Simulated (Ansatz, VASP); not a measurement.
Two plane-wave programs on ZnC

Contents of INCAR:

```
SYSTEM = ZnC
  ALGO = Normal
  EDIFF = 1E-7
  EDIFFG = -0.04
  ENCUT = 600
  GGA = PE
  IBRION = 2
  ISIF = 3
  ISMEAR = 0
  LASPH = .True.
  LCHARG = .False.
  LREAL = .False.
  LWAVE = .False.
  NELM = 80
  NSW = 90
  PREC = Accurate
  SIGMA = 0.1
```

Contents of KPOINTS:

```
k-points
0
Gamma
  6 6 6
  0 0 0
```

The input POSCAR:

```
ZnC
1.0
    2.8115208271      0.0000000000      0.0000000000
    0.0000000000      2.8115208271      0.0000000000
    0.0000000000      0.0000000000      2.8115208271
Zn C
1 1
Direct
    0.0000000000      0.0000000000      0.0000000000
    0.5000000000      0.5000000000      0.5000000000
```

Input for Ansatz:

```yaml
crystal:
  lattice:
    - [2.8115208271, 0.0, 0.0]
    - [0.0, 2.8115208271, 0.0]
    - [0.0, 0.0, 2.8115208271]
  atoms:
    - { symbol: Zn, position: [0.0, 0.0, 0.0] }
    - { symbol: C, position: [0.5, 0.5, 0.5] }
basis:
  ecutwfc: 420
kpoints:
  mp_grid: { grid: [6, 6, 6] }
hamiltonian:
  xc: pbe
scf:
  occupations: { method: gaussian, width: 0.1 }
  lower_state_search: "off"
output:
  forces: true
  stress: true
  eigenvalues: true
relax:
  adjacent_minimum: "off"
  f_tol: 0.04
  max_steps: 70
  cell: { stress_tol: 0.4 }
```

Alike in both runs: task relaxation of cell and atoms; functional PBE; k mesh 6 × 6 × 6; occupations gaussian, width 0.1 eV; no spin polarisation.

|  | VASP | Ansatz |
| --- | --- | --- |
| version | VASP 6.6.1 | Ansatz 0.2.0 |
| potentials or method | VASP PAW PBE potentials, release 64 (Zn, C), cutoff 600 eV | scalar-relativistic, plane waves, PAW |
| valence electrons in the cell | 16 | 16 |

Ansatz gave:

- gap on the k mesh at the Fermi level, each at its own relaxed structure (eV): none
- relaxed volume (Å³/atom): 10.50
- relaxed cell length with the largest relative difference (Å): 2.759

Q: Estimate VASP's values.

A: gap on the k mesh at the Fermi level, each at its own relaxed structure (eV): none; relaxed volume (Å³/atom): 10.54; relaxed cell length with the largest relative difference (Å): 2.763.

A gap of «none» marks a metal or a gap that the smearing closes.

The k mesh is coarse, so the values compare programs but aren't converged.
